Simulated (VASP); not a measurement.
# Si (Immm) in VASP: a series of runs

Si is run at these levels: LDA; tasks: single point.

Everything below comes from runs of VASP 6.6.1. Logs are shortened: lines on timing, memory, paths and dates and some standing lists are left out, and cuts for length are marked.

## 1. The cell of the first run

It takes space group Immm (No. 71, orthorhombic). Conventional cell: a = 3.817 Å, b = 6.520 Å, c = 6.685 Å, α = 90.00°, β = 90.00°, γ = 90.00°. Si (site symmetry m) has 4 Si at 2.33 to 2.39 Å within 3.1 Å.

## 2. Single point, LDA (strain +0.0125 x Voigt [1, -1, 0, 0, 0, 0])

The input, INCAR:

```
PREC     = Accurate       # precision mode
ENCUT    = 520            # plane-wave cutoff, eV
EDIFF    = 1E-6           # SCF threshold, eV
ISMEAR   = 0              # smearing method
SIGMA    = 0.03           # smearing width, eV
LREAL    = False          # projectors in reciprocal space
LASPH    = True           # aspherical terms in the spheres
NELM     = 100            # most SCF steps
ALGO     = Normal         # electronic algorithm
ISIF     = 2              # what is computed and relaxed
LWAVE    = False          # write WAVECAR
LCHARG   = False          # write CHGCAR
NBANDS   = 16             # bands
```

The input, KPOINTS:

```
regular mesh
0
Gamma
  10 10 10
```

The input, POSCAR:

```
Si
1.0
   -3.3425377558      3.2600059594      1.9083649477
    3.3425377558     -3.2600059594      1.9083649477
    3.3425377558      3.2600059594     -1.9083649477
Si
4
Direct
    0.1788433299      0.1788433299      0.3576866598
    0.8211566701      0.8211566701      0.6423133402
    0.1788433299      0.8211566701      0.0000000000
    0.8211566701      0.1788433299      0.0000000000
```

Potentials or basis: VASP PAW LDA potentials, release 64 (Si).

On the command line:

```console
$ cat potpaw_LDA.64/Si/POTCAR > POTCAR
$ mpirun -np 1 vasp_std > vasp.out
```

OUTCAR:

```text
PREC = Accurate
   ENCUT = 520
   EDIFF = 1E-6
   ISMEAR = 0
   LREAL = False
   LASPH = True
   NELM = 100
   ISIF = 2

 ion  position               nearest neighbor table
   1  0.179  0.179  0.358-   2 2.33   2 2.33   4 2.33   3 2.39
   2  0.821  0.821  0.642-   1 2.33   1 2.33   3 2.33   4 2.39
   3  0.179  0.821  0.000-   4 2.33   4 2.33   2 2.33   1 2.39
   4  0.821  0.179  0.000-   3 2.33   3 2.33   1 2.33   2 2.39

  LATTYP: Found a body centered orthorhombic cell.
 ALAT       =     3.8167298954
 B/A-ratio  =     1.7082717660
 C/A-ratio  =     1.7515191525

  Lattice vectors:

 A1 = (  -3.3425377558,   3.2600059594,  -1.9083649477)
 A2 = (  -3.3425377558,  -3.2600059594,   1.9083649477)
 A3 = (   3.3425377558,   3.2600059594,   1.9083649477)

Analysis of symmetry for initial positions (statically):
=====================================================================
 Subroutine PRICEL returns:
 Original cell was already a primitive cell.

 Routine SETGRP: Setting up the symmetry group for a
 body centered orthorhombic supercell.

 Subroutine GETGRP returns: Found  8 space group operations
 (whereof  8 operations were pure point group operations)
 out of a pool of  8 trial point group operations.

The static configuration has the point symmetry D_2h.

Analysis of symmetry for dynamics (positions and initial velocities):
=====================================================================
 Subroutine PRICEL returns:
 Original cell was already a primitive cell.

 Routine SETGRP: Setting up the symmetry group for a
 body centered orthorhombic supercell.

 Subroutine GETGRP returns: Found  8 space group operations
 (whereof  8 operations were pure point group operations)
 out of a pool of  8 trial point group operations.

The dynamic configuration has the point symmetry D_2h.

 Subroutine INISYM returns: Found  8 space group operations
 (whereof  8 operations are pure point group operations),
 and found     1 'primitive' translations

----------------------------------------------------------------------------------------

                                     Primitive cell

  volume of cell :      83.1795

  direct lattice vectors                    reciprocal lattice vectors
    -3.342537756  3.260005959  1.908364948     0.000000000  0.153373953  0.262004393
[... 91 lines left out ...]
   LREAL  =      F    real-space projection
   EDIFFG = 0.1E-04   stopping-criterion for IOM
   NSW    =      0    number of steps for IOM
   IBRION =     -1    ionic relax: 0-MD 1-quasi-New 2-CG
   NFREE  =      0    steps in history (QN), initial steepest desc. (CG)
   ISIF   =      2    stress and relaxation
   ISYM   =      2    0-nonsym 1-usesym 2-fastsym
   POTIM  = 0.5000    time-step for ionic-motion
   TEBEG  =    0.0;   TEEND  =   0.0 temperature during run
   PSTRESS=    0.0 pullay stress
   NELECT =      16.0000    total number of electrons
   NUPDOWN=      -1.0000    fix difference up-down
   EMIN   =  10.00;   EMAX   =-10.00  energy-range for DOS
   EFERMI =   0.00;   METHOD = LEGACY
   ISMEAR =     0;   SIGMA  =   0.03  broadening in eV -4-tet -1-fermi 0-gaus
   EFERMI_NEDOS =   21; number of points for ismear=-14 and -15
   IALGO  =     38    algorithm
   IMIX   =      4    mixing-type and parameters
     AMIX     =   0.40;   BMIX     =  1.00
     AMIX_MAG =   1.60;   BMIX_MAG =  1.00
  volume/ion in A,a.u.               =      20.79       140.33
  Fermi-wavevector in a.u.,A,eV,Ry     =   0.945024  1.785836 12.150957  0.893070
  Thomas-Fermi vector in A             =   2.072885
   LORBIT       =      0    0 simple, 1 ext, 2 COOP (PROOUT), +10 PAW based schemes
   GGA     = CA    functional components
   LHFCALC =     F    Hartree Fock is set to
   AEXX    =    0.0000 exact exchange contribution
   IVDW    =     0    specifies the selected vdW correction
   LEPSILON=     F    determine dielectric tensor
   LRPA    =     F    only Hartree local field effects (RPA)
 non-spin polarized calculation
 Gauss-broadening in eV      SIGMA  =   0.03
  energy-cutoff  :      520.00
  volume of cell :       83.18
 maximum number of plane-waves:      2258
 NGX is ok and might be reduce to    40
   NGX = 19   NGY = 19   NGZ = 19

 number of electron      16.0000000 magnetization

 Free energy of the ion-electron system (eV)
  ---------------------------------------------------
  ext. energy  EPLUGINS =         0.00000000
  ---------------------------------------------------
  free energy    TOTEN  =       -23.36632449 eV

  energy without entropy =      -23.36632374  energy(sigma->0) =      -23.36632411

 E-fermi :   5.7270     XC(G=0):  -9.3875

 val. band max:        5.6679221095   @ k =   0.5000   0.5000   0.5000
 cond. band min:       5.7957956658   @ k =  -0.1000  -0.2000   0.1000
 fundamental gap:      0.1278735564
 Fermi energy:         5.7270437301

 k-point     1 :       0.0000    0.0000    0.0000
  band No.  band energies     occupation
      1      -6.5938      2.00000
      2      -2.2700      2.00000
      3      -0.1694      2.00000
      4       0.1109      2.00000
      5       1.7472      2.00000
      6       4.0052      2.00000
[... 433 lines left out ...]
      3      -0.2923      2.00000
      4       0.5839      2.00000
      5       2.9986      2.00000
      6       3.1571      2.00000
[... 8 lines left out ...]
     15      11.6101      0.00000
     16      12.2098      0.00000

 [... further k-points ...]

------------------------ aborting loop because EDIFF is reached ----------------------------------------

  FORCE on cell =-STRESS in cart. coord.  units (eV):
  Direction    XX          YY          ZZ          XY          YZ          ZX
  --------------------------------------------------------------------------------------
  -------------------------------------------------------------------------------------
  Total       -1.1520279      1.3603623     -0.0130447      0.0000000      0.0000000      0.0000000
  in kB      -22.1900068     26.2028805     -0.2512632      0.0000000      0.0000000      0.0000000
  external PRESSURE =       1.2538701 kB  Pullay stress =       0.0000000 kB

 VOLUME and BASIS-vectors are now :
 -----------------------------------------------------------------------------
  energy-cutoff  :      520.00
  volume of cell :       83.18
      direct lattice vectors                 reciprocal lattice vectors
    -3.342537756  3.260005959  1.908364948     0.000000000  0.153373953  0.262004393
     3.342537756 -3.260005959  1.908364948     0.149586942  0.000000000  0.262004393
     3.342537756  3.260005959 -1.908364948     0.149586942  0.153373953  0.000000000

 POSITION                                       TOTAL-FORCE (eV/Angst)
 -----------------------------------------------------------------------------------
      1.19558      1.16606     -0.00000        -0.188153      0.214231      0.000000
      2.14696      2.09395      1.90836         0.188153     -0.214231     -0.000000
      2.14696     -2.09395      1.90836         0.188153      0.214231     -0.000000
     -2.14696      2.09395      1.90836        -0.188153     -0.214231      0.000000
 -----------------------------------------------------------------------------------
    total drift:                               -0.000000     -0.000000      0.000000

  FREE ENERGIE OF THE ION-ELECTRON SYSTEM (eV)
  ---------------------------------------------------
  free  energy   TOTEN  =       -23.3663244859 eV

  energy  without entropy=      -23.3663237355  energy(sigma->0) =      -23.36632411
```

OSZICAR:

```text
N       E                     dE             d eps       ncg     rms          rms(c)
DAV:   1     0.234230630620E+02    0.23423E+02   -0.58808E+03  5472   0.813E+02
DAV:   2    -0.221209811999E+02   -0.45544E+02   -0.40959E+02  7504   0.118E+02
DAV:   3    -0.239683532438E+02   -0.18474E+01   -0.18336E+01  7456   0.226E+01
DAV:   4    -0.239927009193E+02   -0.24348E-01   -0.24342E-01  6872   0.335E+00
DAV:   5    -0.239932097254E+02   -0.50881E-03   -0.50877E-03  7600   0.459E-01    0.720E+00
DAV:   6    -0.235508427524E+02    0.44237E+00   -0.20612E-01  6312   0.216E+00    0.430E+00
DAV:   7    -0.233660527797E+02    0.18479E+00   -0.34138E-01  6712   0.275E+00    0.441E-01
DAV:   8    -0.233661711782E+02   -0.11840E-03   -0.33172E-02  6552   0.994E-01    0.204E-01
DAV:   9    -0.233663225798E+02   -0.15140E-03   -0.16182E-03  7376   0.230E-01    0.899E-02
DAV:  10    -0.233663258347E+02   -0.32548E-05   -0.31379E-04  6880   0.907E-02    0.337E-02
DAV:  11    -0.233663249743E+02    0.86043E-06   -0.20905E-05  6960   0.261E-02    0.128E-02
DAV:  12    -0.233663244859E+02    0.48838E-06   -0.47556E-06  7192   0.114E-02
   1 F= -.23366324E+02 E0= -.23366324E+02  d E =-.750403E-06
```

Run time: 3.4 min. Hardware: 1 thread of Intel Xeon Platinum 8488C (Sapphire Rapids), shared host; peak memory 0.29 GiB.

Results:

| Item | Value |
| --- | --- |
| Free energy | -23.3663 eV |
| Pressure | 0.1 GPa |
| Largest force | 0.285 eV/Å |
| Band gap on the k mesh | 0.13 eV (least direct gap 0.19 eV) |

Forces on the atoms (eV/Å):
```
Si  -0.188  0.214  0.000
Si   0.188 -0.214  0.000
Si   0.188  0.214  0.000
Si  -0.188 -0.214  0.000
```

Levels at points of the mesh, in eV from the valence-band top:
| k point | band 5 | band 6 | band 7 | band 8 | band 9 | band 10 | band 11 | band 12 |
| --- | --- | --- | --- | --- | --- | --- | --- | --- |
| (0.00, 0.00, 0.00) | -3.92 | -1.66 | -1.50 | -0.64 | 1.23 | 1.30 | 1.75 | 2.07 |
| (0.50, 0.00, 0.00) | -4.49 | -3.59 | -2.44 | -1.54 | 0.76 | 2.28 | 2.88 | 3.44 |
| (0.00, 0.50, 0.00) | -4.55 | -3.73 | -2.57 | -1.48 | 0.54 | 2.24 | 2.84 | 3.31 |
| (0.50, 0.50, 0.00) | -2.98 | -2.11 | -2.02 | -1.72 | 1.48 | 1.76 | 1.80 | 3.91 |
| (0.50, 0.50, 0.50) | -3.06 | -0.29 | -0.13 | 0.00 | 0.19 | 3.15 | 3.50 | 3.97 |

Caveat: the cell differs from its parent crystal (strain +0.0125 x Voigt [1, -1, 0, 0, 0, 0]); semilocal functionals underestimate gaps, and a narrow one can read as zero.

## 3. Single point, LDA (strain +0.0075 x Voigt [1, -1, 0, 0, 0, 0])

The input, INCAR:

```
PREC = Accurate
ENCUT = 520
EDIFF = 1E-6
ISMEAR = 0
SIGMA = 0.03
LREAL = F
LASPH = T
NELM = 60
ALGO = Normal
ISIF = 2
LWAVE = F
LCHARG = F
NBANDS = 16
```

KPOINTS is that of step 2.

The input, POSCAR:

```
Si
1.0
   -3.3260313965      3.2765123187      1.9083649477
    3.3260313965     -3.2765123187      1.9083649477
    3.3260313965      3.2765123187     -1.9083649477
Si
4
Direct
    0.1788433299      0.1788433299      0.3576866598
    0.8211566701      0.8211566701      0.6423133402
    0.1788433299      0.8211566701      0.0000000000
    0.8211566701      0.1788433299      0.0000000000
```

Potentials or basis: VASP PAW LDA potentials, release 64 (Si).

On the command line:

```console
$ cat potpaw_LDA.64/Si/POTCAR > POTCAR
$ mpirun -np 1 vasp_std > vasp.out
```

Run time: 3.3 min. Hardware: 1 thread of Intel Xeon Platinum 8488C (Sapphire Rapids), shared host; peak memory 0.29 GiB.

Results (log left out):

```
Free energy            : -23.3764 eV
Pressure               : 0.1 GPa
Largest force          : 0.171 eV/Å
Band gap on the k mesh : 0.16 eV (least direct gap 0.22 eV)
```

Forces in eV/Å, atoms in the order of the input:
```
Si  -0.117  0.124  0.000
Si   0.117 -0.124  0.000
Si   0.117  0.124  0.000
Si  -0.117 -0.124  0.000
```

Stress tensor (GPa, compression positive):
```
-1.32  0.00  0.00
 0.00  1.58  0.00
 0.00  0.00 -0.02
```

Levels at points of the mesh, in eV from the valence-band top:
```csv
k point,band 4,band 5,band 6,band 7,band 8,band 9,band 10,band 11,band 12,band 13
"(0.00, 0.00, 0.00)",-5.59,-3.90,-1.60,-1.50,-0.61,1.33,1.36,1.68,2.14,2.29
"(0.50, 0.00, 0.00)",-6.27,-4.47,-3.59,-2.44,-1.51,0.74,2.30,2.90,3.44,3.98
"(0.00, 0.50, 0.00)",-6.21,-4.51,-3.67,-2.52,-1.47,0.61,2.27,2.87,3.36,4.29
"(0.50, 0.50, 0.00)",-5.02,-2.95,-2.08,-2.00,-1.69,1.50,1.79,1.83,3.93,4.26
"(0.50, 0.50, 0.50)",-5.21,-3.04,-0.27,-0.08,0.00,0.22,3.23,3.48,3.97,4.37
```

Caveat: the cell differs from its parent crystal (strain +0.0075 x Voigt [1, -1, 0, 0, 0, 0]); semilocal functionals underestimate gaps, and a narrow one can read as zero.
